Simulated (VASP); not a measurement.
# Si (I4/mmm) in VASP: further runs

Si is run at these levels: PBE; tasks: single point.

Program: VASP 6.6.1. These are calculated values, not measurements. Logs are shortened: lines on timing, memory, paths and dates and some standing lists are left out, and cuts for length are marked.

## 1. The cell of the first run

Symmetry: I4/mmm, No. 139, tetragonal system. The conventional cell has a = 3.210 Å, b = 3.210 Å, c = 2.605 Å, α = 90.00°, β = 90.00°, γ = 90.00°. Si (site symmetry 4/mmm) has 14 Si at 2.60 to 3.21 Å within 3.4 Å.

## 2. Single point, PBE

Input file INCAR:

```
PREC = Accurate ; ENCUT = 500
EDIFF = 1E-6 ; ISMEAR = -1
SIGMA = 0.05 ; LREAL = False
LASPH = True ; NELM = 120
ALGO = Normal ; ISIF = 2
LWAVE = False ; LCHARG = False
GGA = PE ; NBANDS = 8
GGA_COMPAT = False
```

Input file KPOINTS:

```
regular mesh
0
Gamma
  13 13 13
```

Input file POSCAR:

```
Si
1.0
   -1.6049268977      1.6049268977      1.3024853673
    1.6049268977     -1.6049268977      1.3024853673
    1.6049268977      1.6049268977     -1.3024853673
Si
1
Direct
    0.0000000000      0.0000000000      0.0000000000
```

Potentials or basis: VASP PAW PBE potentials, release 64 (Si).

Run with:

```bash
> cat potpaw_PBE.64/Si/POTCAR > POTCAR
> mpirun -np 1 vasp_std > vasp.out
```

OUTCAR:

```text
PREC = Accurate
   ENCUT = 500
   EDIFF = 1E-6
   ISMEAR = -1
   LREAL = False
   LASPH = True
   NELM = 120
   ISIF = 2
   GGA = PE

 ion  position               nearest neighbor table
   1  0.000  0.000  0.000-

  LATTYP: Found a body centered tetragonal cell.
 ALAT       =     3.2098537954
 C/A-ratio  =     0.8115543263

  Lattice vectors:

 A1 = (  -1.6049268977,   1.6049268977,   1.3024853673)
 A2 = (   1.6049268977,  -1.6049268977,   1.3024853673)
 A3 = (   1.6049268977,   1.6049268977,  -1.3024853673)

Analysis of symmetry for initial positions (statically):
=====================================================================
 Subroutine PRICEL returns:
 Original cell was already a primitive cell.

 Routine SETGRP: Setting up the symmetry group for a
 body centered tetragonal supercell.

 Subroutine GETGRP returns: Found 16 space group operations
 (whereof 16 operations were pure point group operations)
 out of a pool of 16 trial point group operations.

The static configuration has the point symmetry D_4h.

Analysis of symmetry for dynamics (positions and initial velocities):
=====================================================================
 Subroutine PRICEL returns:
 Original cell was already a primitive cell.

 Routine SETGRP: Setting up the symmetry group for a
 body centered tetragonal supercell.

 Subroutine GETGRP returns: Found 16 space group operations
 (whereof 16 operations were pure point group operations)
 out of a pool of 16 trial point group operations.

The dynamic configuration has the point symmetry D_4h.

 Subroutine INISYM returns: Found 16 space group operations
 (whereof 16 operations are pure point group operations),
 and found     1 'primitive' translations

----------------------------------------------------------------------------------------

                                     Primitive cell

  volume of cell :      13.4197

  direct lattice vectors                    reciprocal lattice vectors
    -1.604926898  1.604926898  1.302485367     0.000000000  0.311540669  0.383881472
     1.604926898 -1.604926898  1.302485367     0.311540669  0.000000000  0.383881472
     1.604926898  1.604926898 -1.302485367     0.311540669  0.311540669  0.000000000

  length of vectors
     2.616877686  2.616877686  2.616877686     0.494391114  0.494391114  0.440585040

  position of ions in fractional coordinates (direct lattice)
     0.000000000  0.000000000  0.000000000

  ion indices of the primitive-cell ions
   primitive index   ion index
                 1           1

----------------------------------------------------------------------------------------

 KPOINTS: regular mesh

Automatic generation of k-mesh.
 Grid dimensions read from file:
 generate k-points for:   13   13   13

 Generating k-lattice:

  Cartesian coordinates                     Fractional coordinates (reciprocal lattice)
     0.000000000  0.023964667  0.029529344     0.076923077 -0.000000000  0.000000000
     0.023964667  0.000000000  0.029529344    -0.000000000  0.076923077  0.000000000
     0.023964667  0.023964667  0.000000000     0.000000000  0.000000000  0.076923077

  Length of vectors
     0.038030086  0.038030086  0.033891157

  Shift w.r.t. Gamma in fractional coordinates (k-lattice)
     0.000000000  0.000000000  0.000000000

 Subroutine IBZKPT returns following result:
 ===========================================

 Found    196 irreducible k-points:

 Following reciprocal coordinates:
            Coordinates               Weight
  0.000000  0.000000  0.000000      1.000000
  0.076923  0.000000  0.000000      8.000000
  0.153846  0.000000  0.000000      8.000000
  0.230769  0.000000  0.000000      8.000000
  0.307692  0.000000  0.000000      8.000000
  0.384615 -0.000000  0.000000      8.000000
[... 16 lines left out ...]
  0.384615  0.153846  0.000000     16.000000
  0.461538  0.153846  0.000000     16.000000
 [... further k-points ...]
   k-points           NKPTS =    196   k-points in BZ     NKDIM =    196   number of bands    NBANDS=      8
   number of dos      NEDOS =    301   number of ions     NIONS =      1
   total plane-waves  NPLWV =   8000
   dimension x,y,z NGX =    20 NGY =   20 NGZ =   20
   dimension x,y,z NGXF=    40 NGYF=   40 NGZF=   40
   ions per type =               1
   NGX,Y,Z   is equivalent  to a cutoff of  12.71, 12.71, 12.71 a.u.
   NGXF,Y,Z  is equivalent  to a cutoff of  25.41, 25.41, 25.41 a.u.
 SYSTEM =  unknown system
   PREC   = accura    normal or accurate (medium, high low for compatibility)
   ISTART =      0    job   : 0-new  1-cont  2-samecut
   ICHARG =      2    charge: 1-file 2-atom 10-const
   ISPIN  =      1    spin polarized calculation?
   LNONCOLLINEAR =      F non collinear calculations
   LSORBIT =      F    spin-orbit coupling
   LASPH  =      T    aspherical Exc in radial PAW
   ENCUT  =  500.0 eV  36.75 Ry    6.06 a.u.   4.77  4.77  4.77*2*pi/ulx,y,z
   NELM   =    120;   NELMIN=  2; NELMDL= -5     # of ELM steps
   EDIFF  = 0.1E-05   stopping-criterion for ELM
   LREAL  =      F    real-space projection
   EDIFFG = 0.1E-04   stopping-criterion for IOM
   NSW    =      0    number of steps for IOM
   IBRION =     -1    ionic relax: 0-MD 1-quasi-New 2-CG
   NFREE  =      0    steps in history (QN), initial steepest desc. (CG)
   ISIF   =      2    stress and relaxation
   ISYM   =      2    0-nonsym 1-usesym 2-fastsym
   POTIM  = 0.5000    time-step for ionic-motion
   TEBEG  =    0.0;   TEEND  =   0.0 temperature during run
   PSTRESS=    0.0 pullay stress
   NELECT =       4.0000    total number of electrons
   NUPDOWN=      -1.0000    fix difference up-down
   EMIN   =  10.00;   EMAX   =-10.00  energy-range for DOS
   EFERMI =   0.00;   METHOD = LEGACY
   ISMEAR =    -1;   SIGMA  =   0.05  broadening in eV -4-tet -1-fermi 0-gaus
   EFERMI_NEDOS =   21; number of points for ismear=-14 and -15
   IALGO  =     38    algorithm
   IMIX   =      4    mixing-type and parameters
     AMIX     =   0.40;   BMIX     =  1.00
     AMIX_MAG =   1.60;   BMIX_MAG =  1.00
  volume/ion in A,a.u.               =      13.42        90.56
  Fermi-wavevector in a.u.,A,eV,Ry     =   1.093571  2.066550 16.271178  1.195898
  Thomas-Fermi vector in A             =   2.229859
   LORBIT       =      0    0 simple, 1 ext, 2 COOP (PROOUT), +10 PAW based schemes
   GGA     = PE    functional components
   LHFCALC =     F    Hartree Fock is set to
   AEXX    =    0.0000 exact exchange contribution
   IVDW    =     0    specifies the selected vdW correction
   LEPSILON=     F    determine dielectric tensor
   LRPA    =     F    only Hartree local field effects (RPA)
 non-spin polarized calculation
  energy-cutoff  :      500.00
  volume of cell :       13.42
 maximum number of plane-waves:       349
   NGX =  9   NGY =  9   NGZ =  9

 number of electron       4.0000000 magnetization

 Free energy of the ion-electron system (eV)
  ---------------------------------------------------
  ext. energy  EPLUGINS =         0.00000000
  ---------------------------------------------------
  free energy    TOTEN  =        -4.90556408 eV

  energy without entropy =       -4.90075210  energy(sigma->0) =       -4.90315809

 E-fermi :  11.1192     XC(G=0): -11.4909

 val. band max:       11.0887229185   @ k =   0.4615   0.1538   0.0769
 cond. band min:      11.1255825401   @ k =  -0.1538   0.3846   0.1538
 fundamental gap:      0.0368596215
 Fermi energy:        11.1191572091

 k-point     1 :       0.0000    0.0000    0.0000
  band No.  band energies     occupation
      1      -3.9950      2.00000
      2      20.8070      0.00000
      3      21.7436      0.00000
      4      21.7436      0.00000
      5      24.3509      0.00000
      6      25.7575      0.00000
      7      26.6632      0.00000
      8      26.6632      0.00000

 k-point     2 :       0.0769    0.0000    0.0000
  band No.  band energies     occupation
      1      -3.7847      2.00000
      2      19.5188      0.00000
      3      21.1261      0.00000
      4      23.0102      0.00000
      5      23.1003      0.00000
      6      25.7699      0.00000
      7      25.9155      0.00000
      8      26.6576      0.00000

 k-point     3 :       0.1538    0.0000    0.0000
  band No.  band energies     occupation
      1      -3.1552      2.00000
      2      18.1776      0.00000
      3      19.6280      0.00000
      4      20.0901      0.00000
      5      22.7247      0.00000
      6      25.1312      0.00000
      7      26.5410      0.00000
      8      28.1725      0.00000

 k-point     4 :       0.2308    0.0000    0.0000
  band No.  band energies     occupation
      1      -2.1105      2.00000
      2      15.9264      0.00000
      3      17.1755      0.00000
      4      19.1870      0.00000
      5      20.9844      0.00000
      6      23.7186      0.00000
      7      28.9260      0.00000
      8      29.1701      0.00000

 k-point     5 :       0.3077    0.0000    0.0000
  band No.  band energies     occupation
      1      -0.6572      2.00000
      2      12.3556      0.00000
      3      16.5283      0.00000
      4      18.5405      0.00000
      5      19.4245      0.00000
      6      22.3923      0.00000
      7      29.1227      0.00000
      8      32.2355      0.00000
[... 177 lines left out ...]
 k-point    22 :       0.3077    0.1538   -0.0000
  band No.  band energies     occupation
      1       2.1465      2.00000
      2       8.8862      2.00000
      3      12.9256      0.00000
      4      16.2149      0.00000
      5      21.2714      0.00000
      6      23.9755      0.00000
      7      26.7498      0.00000
      8      32.4694      0.00000

 k-point    23 :       0.3846    0.1538    0.0000
  band No.  band energies     occupation
      1       4.4226      2.00000
      2       6.0466      2.00000
      3      12.0888      0.00000
      4      16.4037      0.00000
      5      20.6362      0.00000
      6      24.3346      0.00000
      7      27.6259      0.00000
      8      35.5553      0.00000

 k-point    24 :       0.4615    0.1538    0.0000
  band No.  band energies     occupation
      1       3.4380      2.00000
      2       7.1858      2.00000
      3      11.6469      0.00005
      4      16.9320      0.00000
      5      20.3285      0.00000
      6      25.0061      0.00000
      7      28.8426      0.00000
      8      35.2973      0.00000

 [... further k-points ...]

------------------------ aborting loop because EDIFF is reached ----------------------------------------

  FORCE on cell =-STRESS in cart. coord.  units (eV):
  Direction    XX          YY          ZZ          XY          YZ          ZX
  --------------------------------------------------------------------------------------
  -------------------------------------------------------------------------------------
  Total        0.7534509      0.7534509      0.5354150      0.0000000      0.0000000      0.0000000
  in kB       89.9543480     89.9543480     63.9230901      0.0000000      0.0000000      0.0000000
  external PRESSURE =      81.2772621 kB  Pullay stress =       0.0000000 kB

 VOLUME and BASIS-vectors are now :
 -----------------------------------------------------------------------------
  energy-cutoff  :      500.00
  volume of cell :       13.42
      direct lattice vectors                 reciprocal lattice vectors
    -1.604926898  1.604926898  1.302485367     0.000000000  0.311540669  0.383881472
     1.604926898 -1.604926898  1.302485367     0.311540669  0.000000000  0.383881472
     1.604926898  1.604926898 -1.302485367     0.311540669  0.311540669  0.000000000

 POSITION                                       TOTAL-FORCE (eV/Angst)
 -----------------------------------------------------------------------------------
      0.00000      0.00000      0.00000         0.000000     -0.000000      0.000000
 -----------------------------------------------------------------------------------
    total drift:                                0.000000      0.000000     -0.000000

  FREE ENERGIE OF THE ION-ELECTRON SYSTEM (eV)
  ---------------------------------------------------
  free  energy   TOTEN  =        -4.9055640837 eV

  energy  without entropy=       -4.9007520982  energy(sigma->0) =       -4.90315809
```

Run time: 15 s. Hardware: 1 thread of Intel Xeon Platinum 8488C (Sapphire Rapids), shared host; peak memory 0.13 GiB.

What came out:

| Property | Result |
| --- | --- |
| Free energy | -4.9056 eV |
| Pressure | 8.1 GPa |
| Band gap on the k mesh | zero (bands 2 and 3 overlap by 13.82 eV) |

Caveat: the cell stands under pressure.

## 3. Single point, PBE

This run uses another cell than the first one, of 13.70 Å³/atom.

Input file INCAR:

```
SYSTEM = Si
PREC = Accurate ; ENCUT = 500
EDIFF = 1E-6 ; ISMEAR = -1
SIGMA = 0.05 ; LREAL = .False.
LASPH = .True. ; NELM = 120
ALGO = Normal ; ISIF = 2
LWAVE = .False. ; LCHARG = .True.
GGA = PE ; LELF = .True.
LVHAR = .True. ; NBANDS = 8
GGA_COMPAT = .False.
```

Input file KPOINTS:

```
regular mesh
0
Gamma
  13 13 13
  0 0 0
```

Input file POSCAR:

```
Si
1.0
   -1.6159957088      1.6159957088      1.3114683088
    1.6159957088     -1.6159957088      1.3114683088
    1.6159957088      1.6159957088     -1.3114683088
Si
1
Direct
    0.0000000000      0.0000000000      0.0000000000
```

Potentials or basis: VASP PAW PBE potentials, release 64 (Si).

Run with:

```bash
> cat potpaw_PBE.64/Si/POTCAR > POTCAR
> mpirun -np 1 vasp_std > vasp.out
```

Run time: 12 s. Hardware: 1 thread of Intel Xeon Platinum 8488C (Sapphire Rapids), shared host; peak memory 0.13 GiB.

It converged, with:

```
Free energy            : -4.9176 eV
Pressure               : 5.7 GPa
Band gap on the k mesh : zero (bands 2 and 3 overlap by 13.53 eV)
```

Stress tensor (GPa, compression positive):
```
6.66 0.00 0.00
0.00 6.66 0.00
0.00 0.00 3.78
```

Levels at points of the mesh, in eV from the Fermi level:
```csv
k point,band 1,band 2,band 3,band 4,band 5,band 6,band 7
"(0.00, 0.00, 0.00)",-14.92,9.64,10.40,10.40,13.13,14.29,15.41
```

Caveat: the cell stands under pressure.

## 4. Single point, PBE

This run uses another cell than the first one, of 14.82 Å³/atom.

Input file INCAR:

```
SYSTEM = Si
PREC     = Accurate       ! precision mode
ENCUT    = 500            ! plane-wave cutoff, eV
EDIFF    = 1E-6           ! SCF threshold, eV
ISMEAR   = -1             ! smearing method
SIGMA    = 0.05           ! smearing width, eV
LREAL    = .False.        ! projectors in reciprocal space
LASPH    = .True.         ! aspherical terms in the spheres
NELM     = 120            ! most SCF steps
ALGO     = Normal         ! electronic algorithm
ISIF     = 2              ! what is computed and relaxed
LWAVE    = .False.        ! write WAVECAR
LCHARG   = .True.         ! write CHGCAR
GGA      = PE             ! functional
LELF     = .True.         ! ELF
LVHAR    = .True.       
NBANDS   = 8              ! bands
GGA_COMPAT= .False.
```

Input file KPOINTS:

```
Automatic mesh
0
Gamma
  13 13 13
  0 0 0
```

Input file POSCAR:

```
Si
1.0
   -1.6588233236      1.6588233236      1.3462252449
    1.6588233236     -1.6588233236      1.3462252449
    1.6588233236      1.6588233236     -1.3462252449
Si
1
Direct
    0.0000000000      0.0000000000      0.0000000000
```

Run with:

```bash
> cat potpaw_PBE.64/Si/POTCAR > POTCAR
> mpirun -np 1 vasp_std > vasp.out
```

Run time: 16 s. Hardware: 1 thread of Intel Xeon Platinum 8488C (Sapphire Rapids), shared host; peak memory 0.13 GiB.

Results (log left out):

| Item | Value |
| --- | --- |
| Free energy | -4.9292 eV |
| Pressure | -1.8 GPa |
| Band gap on the k mesh | zero (bands 2 and 3 overlap by 12.74 eV) |

Stress tensor (GPa, compression positive):
```
-1.03  0.00  0.00
 0.00 -1.03  0.00
 0.00  0.00 -3.26
```

Levels at points of the mesh, in eV from the Fermi level:
| k point | band 1 | band 2 | band 3 | band 4 | band 5 | band 6 |
| --- | --- | --- | --- | --- | --- | --- |
| (0.00, 0.00, 0.00) | -14.18 | 9.48 | 9.61 | 9.61 | 12.76 | 13.06 |

## 5. Single point, PBE

This run uses another cell than the first one, of 13.98 Å³/atom.

Input file INCAR:

```
  ALGO = Normal
  EDIFF = 1E-6
  ENCUT = 500
  GGA = PE
  GGA_COMPAT = False
  ISIF = 2
  ISMEAR = 0
  LASPH = True
  LCHARG = True
  LELF = True
  LREAL = False
  LVHAR = True
  LWAVE = False
  NBANDS = 8
  NELM = 120
  PREC = Accurate
  SIGMA = 0.028999999999999998
```

Input file KPOINTS:

```
k-points
0
Gamma
  13 13 13
```

Input file POSCAR:

```
Si
1.0
   -1.6269149300      1.6269149300      1.3203298500
    1.6269149300     -1.6269149300      1.3203298500
    1.6269149300      1.6269149300     -1.3203298500
Si
1
Direct
    0.0000000000      0.0000000000      0.0000000000
```

Run with:

```bash
> cat potpaw_PBE.64/Si/POTCAR > POTCAR
> mpirun -np 1 vasp_std > vasp.out
```

Run time: 26 s. Hardware: 1 thread of AMD EPYC, shared host; peak memory 0.1 GiB.

Results (log left out):

| Property | Result |
| --- | --- |
| Free energy | -4.9230 eV |
| Pressure | 3.4 GPa |
| Band gap on the k mesh | zero (bands 2 and 3 overlap by 13.24 eV) |

Stress tensor (GPa, compression positive):
```
4.83 0.00 0.00
0.00 4.83 0.00
0.00 0.00 0.52
```

Levels at points of the mesh, in eV from the Fermi level:
| k point | band 1 | band 2 | band 3 | band 4 | band 5 |
| --- | --- | --- | --- | --- | --- |
| (0.00, 0.00, 0.00) | -14.73 | 9.60 | 10.19 | 10.19 | 13.03 |

Caveat: the cell stands under pressure.

## 6. The runs side by side

| cell | smearing | gap on the mesh (eV) | pressure (GPa) |
| --- | --- | --- | --- |
| a = 2.617 Å, angles 104.3, 104.3, 120.3°, 1 atom | fermi-dirac 0.05 eV | none | 8.1 |
| a = 2.635 Å, angles 104.3, 104.3, 120.3°, 1 atom | fermi-dirac 0.05 eV | none | 5.7 |
| a = 2.705 Å, angles 104.3, 104.3, 120.3°, 1 atom | fermi-dirac 0.05 eV | none | -1.8 |
| a = 2.653 Å, angles 104.3, 104.3, 120.3°, 1 atom | gaussian 0.029 eV | none | 3.4 |

Alike in all rows: task single point; level PBE; potentials or basis VASP PAW PBE potentials, release 64 (Si); no spin polarisation; k mesh 13 × 13 × 13; cutoff (eV) 500.

Caveats: the cell stands under pressure (at least some runs).

Absolute energies hang on the potentials; compare differences alone.
